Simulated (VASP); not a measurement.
# AlN (P6_3mc) in VASP: notebook, part 3 of 3

VASP 6.6.1. Earlier steps stand in the parts before.

### 5 Single point, PBE (strain -0.040 along x and y, -0.080 along z)

File INCAR:

```
PREC = Accurate
ENCUT = 520
EDIFF = 1E-6
ISMEAR = 0
SIGMA = 0.05
LREAL = F
LASPH = T
NELM = 80
ALGO = Normal
ISIF = 2
LWAVE = F
LCHARG = F
GGA = PE
NBANDS = 16
```

File KPOINTS:

```
regular mesh
0
Gamma
  12 12 6
```

File POSCAR:

```
AlN
1.0
    3.0050299802      0.0000000000      0.0000000000
   -1.5025149901      2.6024323020      0.0000000000
    0.0000000000      0.0000000000      4.6165412822
Al N
2 2
Direct
    0.3333333333      0.6666666667      0.0017287175
    0.6666666667      0.3333333333      0.5017287175
    0.3333333333      0.6666666667      0.3832712825
    0.6666666667      0.3333333333      0.8832712825
```

Potentials or basis: VASP PAW PBE potentials, release 64 (Al, N).

The run is started by

```bash
> cat potpaw_PBE.64/Al/POTCAR potpaw_PBE.64/N/POTCAR > POTCAR
> mpirun -np 1 vasp_std > vasp.out
```

OUTCAR:

```text
PREC = Accurate
   ENCUT = 520
   EDIFF = 1E-6
   ISMEAR = 0
   LREAL = F
   LASPH = T
   NELM = 80
   ISIF = 2
   GGA = PE

 ion  position               nearest neighbor table
   1  0.333  0.667  0.002-   3 1.76   4 1.82   4 1.82   4 1.82   2 2.89   2 2.89   2 2.89   2 2.89
                             2 2.89   2 2.89
   2  0.667  0.333  0.502-   4 1.76   3 1.82   3 1.82   3 1.82   1 2.89   1 2.89   1 2.89   1 2.89
                             1 2.89   1 2.89
   3  0.333  0.667  0.383-   1 1.76   2 1.82   2 1.82   2 1.82
   4  0.667  0.333  0.883-   2 1.76   1 1.82   1 1.82   1 1.82

  LATTYP: Found a hexagonal cell.
 ALAT       =     3.0050299802
 C/A-ratio  =     1.5362712893

  Lattice vectors:

 A1 = (   3.0050299802,   0.0000000000,   0.0000000000)
 A2 = (  -1.5025149901,   2.6024323020,   0.0000000000)
 A3 = (   0.0000000000,   0.0000000000,   4.6165412822)

Analysis of symmetry for initial positions (statically):
=====================================================================
 Subroutine PRICEL returns:
 Original cell was already a primitive cell.

 Routine SETGRP: Setting up the symmetry group for a
 hexagonal supercell.

 Subroutine GETGRP returns: Found 12 space group operations
 (whereof  6 operations were pure point group operations)
 out of a pool of 24 trial point group operations.

The static configuration has the point symmetry C_3v.
 The point group associated with its full space group is C_6v.

Analysis of symmetry for dynamics (positions and initial velocities):
=====================================================================
 Subroutine PRICEL returns:
 Original cell was already a primitive cell.

 Routine SETGRP: Setting up the symmetry group for a
 hexagonal supercell.

 Subroutine GETGRP returns: Found 12 space group operations
 (whereof  6 operations were pure point group operations)
 out of a pool of 24 trial point group operations.

The dynamic configuration has the point symmetry C_3v.
 The point group associated with its full space group is C_6v.

 Subroutine INISYM returns: Found 12 space group operations
 (whereof  6 operations are pure point group operations),
 and found     1 'primitive' translations

----------------------------------------------------------------------------------------

                                     Primitive cell

  volume of cell :      36.1031

  direct lattice vectors                    reciprocal lattice vectors
     3.005029980  0.000000000  0.000000000     0.332775382  0.192127956  0.000000000
    -1.502514990  2.602432302  0.000000000     0.000000000  0.384255913  0.000000000
     0.000000000  0.000000000  4.616541282     0.000000000  0.000000000  0.216612381

  length of vectors
     3.005029980  3.005029980  4.616541282     0.384255913  0.384255913  0.216612381

  position of ions in fractional coordinates (direct lattice)
     0.333333333  0.666666667  0.001728718
     0.666666667  0.333333333  0.501728718
     0.333333333  0.666666667  0.383271282
     0.666666667  0.333333333  0.883271282

  ion indices of the primitive-cell ions
   primitive index   ion index
                 1           1
                 2           2
                 3           3
[... 29 lines left out ...]
            Coordinates               Weight
  0.000000  0.000000  0.000000      1.000000
  0.083333  0.000000  0.000000      6.000000
  0.166667  0.000000  0.000000      6.000000
  0.250000  0.000000  0.000000      6.000000
  0.333333 -0.000000  0.000000      6.000000
  0.416667  0.000000  0.000000      6.000000
[... 16 lines left out ...]
  0.250000  0.000000  0.166667     12.000000
  0.333333 -0.000000  0.166667     12.000000
 [... further k-points ...]
   k-points           NKPTS =     76   k-points in BZ     NKDIM =     76   number of bands    NBANDS=     16
   number of dos      NEDOS =    301   number of ions     NIONS =      4
   total plane-waves  NPLWV =  20736
   dimension x,y,z NGX =    24 NGY =   24 NGZ =   36
   dimension x,y,z NGXF=    48 NGYF=   48 NGZF=   72
   ions per type =               2   2
   NGX,Y,Z   is equivalent  to a cutoff of  13.28, 13.28, 12.96 a.u.
   NGXF,Y,Z  is equivalent  to a cutoff of  26.55, 26.55, 25.93 a.u.
 SYSTEM =  unknown system
   PREC   = accura    normal or accurate (medium, high low for compatibility)
   ISTART =      0    job   : 0-new  1-cont  2-samecut
   ICHARG =      2    charge: 1-file 2-atom 10-const
   ISPIN  =      1    spin polarized calculation?
   LNONCOLLINEAR =      F non collinear calculations
   LSORBIT =      F    spin-orbit coupling
   LASPH  =      T    aspherical Exc in radial PAW
   ENCUT  =  520.0 eV  38.22 Ry    6.18 a.u.   5.59  5.59  8.58*2*pi/ulx,y,z
   NELM   =     80;   NELMIN=  2; NELMDL= -5     # of ELM steps
   EDIFF  = 0.1E-05   stopping-criterion for ELM
   LREAL  =      F    real-space projection
   EDIFFG = 0.1E-04   stopping-criterion for IOM
   NSW    =      0    number of steps for IOM
   IBRION =     -1    ionic relax: 0-MD 1-quasi-New 2-CG
   NFREE  =      0    steps in history (QN), initial steepest desc. (CG)
   ISIF   =      2    stress and relaxation
   ISYM   =      2    0-nonsym 1-usesym 2-fastsym
   POTIM  = 0.5000    time-step for ionic-motion
   TEBEG  =    0.0;   TEEND  =   0.0 temperature during run
   PSTRESS=    0.0 pullay stress
   NELECT =      16.0000    total number of electrons
   NUPDOWN=      -1.0000    fix difference up-down
   EMIN   =  10.00;   EMAX   =-10.00  energy-range for DOS
   EFERMI =   0.00;   METHOD = LEGACY
   ISMEAR =     0;   SIGMA  =   0.05  broadening in eV -4-tet -1-fermi 0-gaus
   EFERMI_NEDOS =   21; number of points for ismear=-14 and -15
   IALGO  =     38    algorithm
   IMIX   =      4    mixing-type and parameters
     AMIX     =   0.40;   BMIX     =  1.00
     AMIX_MAG =   1.60;   BMIX_MAG =  1.00
  volume/ion in A,a.u.               =       9.03        60.91
  Fermi-wavevector in a.u.,A,eV,Ry     =   1.248149  2.358660 21.196195  1.557876
  Thomas-Fermi vector in A             =   2.382249
   LORBIT       =      0    0 simple, 1 ext, 2 COOP (PROOUT), +10 PAW based schemes
   GGA     = PE    functional components
   LHFCALC =     F    Hartree Fock is set to
   AEXX    =    0.0000 exact exchange contribution
   IVDW    =     0    specifies the selected vdW correction
   LEPSILON=     F    determine dielectric tensor
   LRPA    =     F    only Hartree local field effects (RPA)
 non-spin polarized calculation
 Gauss-broadening in eV      SIGMA  =   0.05
  energy-cutoff  :      520.00
  volume of cell :       36.10
 maximum number of plane-waves:      1007
 NGX is ok and might be reduce to    24
   NGX = 11   NGY = 11   NGZ = 17

 number of electron      15.9999999 magnetization

 Free energy of the ion-electron system (eV)
  ---------------------------------------------------
  ext. energy  EPLUGINS =         0.00000000
  ---------------------------------------------------
  free energy    TOTEN  =       -28.94286173 eV

  energy without entropy =      -28.94286173  energy(sigma->0) =      -28.94286173

 E-fermi :   8.0404     XC(G=0): -11.5592

 val. band max:        7.8023320604   @ k =   0.0000   0.0000   0.0000
 cond. band min:      12.9402814315   @ k =   0.3333   0.3333   0.0000
 fundamental gap:      5.1379493711
 Fermi energy:         8.0403882767

 k-point     1 :       0.0000    0.0000    0.0000
  band No.  band energies     occupation
      1      -8.4777      2.00000
      2      -5.6368      2.00000
      3       1.1057      2.00000
      4       6.5282      2.00000
      5       6.5282      2.00000
      6       7.3369      2.00000
[... 433 lines left out ...]
      3       2.1816      2.00000
      4       3.4194      2.00000
      5       4.0981      2.00000
      6       5.5243      2.00000
[... 8 lines left out ...]
     15      21.9388      0.00000
     16      23.1601      0.00000

 [... further k-points ...]

------------------------ aborting loop because EDIFF is reached ----------------------------------------

  FORCE on cell =-STRESS in cart. coord.  units (eV):
  Direction    XX          YY          ZZ          XY          YZ          ZX
  --------------------------------------------------------------------------------------
  -------------------------------------------------------------------------------------
  Total        8.1048817      8.1048817     13.4510713      0.0000000      0.0000000      0.0000000
  in kB      359.6766847    359.6766847    596.9287315      0.0000000      0.0000000      0.0000000
  external PRESSURE =     438.7607003 kB  Pullay stress =       0.0000000 kB

 VOLUME and BASIS-vectors are now :
 -----------------------------------------------------------------------------
  energy-cutoff  :      520.00
  volume of cell :       36.10
      direct lattice vectors                 reciprocal lattice vectors
     3.005029980  0.000000000  0.000000000     0.332775382  0.192127956  0.000000000
    -1.502514990  2.602432302  0.000000000     0.000000000  0.384255913  0.000000000
     0.000000000  0.000000000  4.616541282     0.000000000  0.000000000  0.216612381

 POSITION                                       TOTAL-FORCE (eV/Angst)
 -----------------------------------------------------------------------------------
     -0.00000      1.73495      0.00798         0.000000      0.000000     -1.163381
      1.50251      0.86748      2.31625         0.000000      0.000000     -1.163381
     -0.00000      1.73495      1.76939         0.000000     -0.000000      1.163381
      1.50251      0.86748      4.07766        -0.000000      0.000000      1.163381
 -----------------------------------------------------------------------------------
    total drift:                               -0.000000      0.000000      0.000179

  FREE ENERGIE OF THE ION-ELECTRON SYSTEM (eV)
  ---------------------------------------------------
  free  energy   TOTEN  =       -28.9428617290 eV

  energy  without entropy=      -28.9428617290  energy(sigma->0) =      -28.94286173
```

OSZICAR:

```text
N       E                     dE             d eps       ncg     rms          rms(c)
DAV:   1     0.436552879000E+02    0.43655E+02   -0.75816E+03  2432   0.910E+02
DAV:   2    -0.311985830910E+02   -0.74854E+02   -0.68983E+02  3440   0.201E+02
DAV:   3    -0.343578206677E+02   -0.31592E+01   -0.31510E+01  3000   0.419E+01
DAV:   4    -0.343744976464E+02   -0.16677E-01   -0.16676E-01  2992   0.340E+00
DAV:   5    -0.343746970040E+02   -0.19936E-03   -0.19936E-03  3016   0.377E-01    0.133E+01
DAV:   6    -0.289820586553E+02    0.53926E+01   -0.10610E+01  2896   0.247E+01    0.471E+00
DAV:   7    -0.289572243147E+02    0.24834E-01   -0.90886E-01  2720   0.681E+00    0.321E+00
DAV:   8    -0.289463346376E+02    0.10890E-01   -0.54725E-02  2744   0.206E+00    0.427E-01
DAV:   9    -0.289424113898E+02    0.39232E-02   -0.11553E-02  3200   0.816E-01    0.222E-01
DAV:  10    -0.289429342183E+02   -0.52283E-03   -0.18254E-03  2648   0.280E-01    0.122E-01
DAV:  11    -0.289428593866E+02    0.74832E-04   -0.20860E-04  2768   0.115E-01    0.193E-02
DAV:  12    -0.289428617331E+02   -0.23465E-05   -0.10458E-05  2912   0.261E-02    0.677E-03
DAV:  13    -0.289428617290E+02    0.40714E-08   -0.21813E-06  2680   0.124E-02
   1 F= -.28942862E+02 E0= -.28942862E+02  d E =-.467116E-14
```

stdout:

```text
POSCAR found type information on POSCAR AlN
 POSCAR found :  2 types and       4 ions
 scaLAPACK will be used
 LDA part: xc-table for (Slater+PW92), standard interpolation
 POSCAR, INCAR and KPOINTS ok, starting setup
 FFT: planning ... GRIDC
 FFT: planning ... GRID_SOFT
 FFT: planning ... GRID
 WAVECAR not read
 entering main loop
```

Wall time 29 s (1 thread of Intel Xeon 6975P-C, shared host); peak memory 0.17 GiB.

Results:

| Item | Value |
| --- | --- |
| Free energy | -28.9429 eV |
| Pressure | 43.9 GPa |
| Largest force | 1.163 eV/Å |
| Band gap on the k mesh | 5.14 eV, indirect (least direct gap 5.39 eV) |

Forces in eV/Å, atoms in the order of the input:
```
Al   0.000  0.000 -1.163
Al   0.000  0.000 -1.163
N    0.000  0.000  1.163
N    0.000  0.000  1.163
```

Caveat: the cell differs from its parent crystal (strain -0.040 along x and y, -0.080 along z); forces of over 1 eV/Å act on the atoms, so gaps and moduli don't describe the material at rest.

### 6 Summary

| cell | gap on the mesh (eV) | pressure (GPa) | largest force (eV/Å) |
| --- | --- | --- | --- |
| a = 2.880, b = 2.880, c = 4.617 Å, angles 90.0, 90.0, 120.0°, 4 atoms | 5.11 | 78.5 | 0.13 |
| a = 2.880, b = 2.880, c = 4.817 Å, angles 90.0, 90.0, 120.0°, 4 atoms | 5.10 | 61.4 | 0.92 |
| a = 2.880, b = 2.880, c = 5.018 Å, angles 90.0, 90.0, 120.0°, 4 atoms | 4.85 | 48.1 | 1.44 |
| a = 3.005, b = 3.005, c = 4.617 Å, angles 90.0, 90.0, 120.0°, 4 atoms | 5.14 | 43.9 | 1.16 |

Alike in all rows: task single point; level PBE; potentials or basis VASP PAW PBE potentials, release 64 (Al, N); no spin polarisation; k mesh 12 × 12 × 6; cutoff (eV) 520; smearing gaussian 0.05 eV.

Caveats: forces of over 1 eV/Å act on the atoms, so gaps and moduli don't describe the material at rest (some runs).

Absolute energies hang on the potentials; compare differences alone.
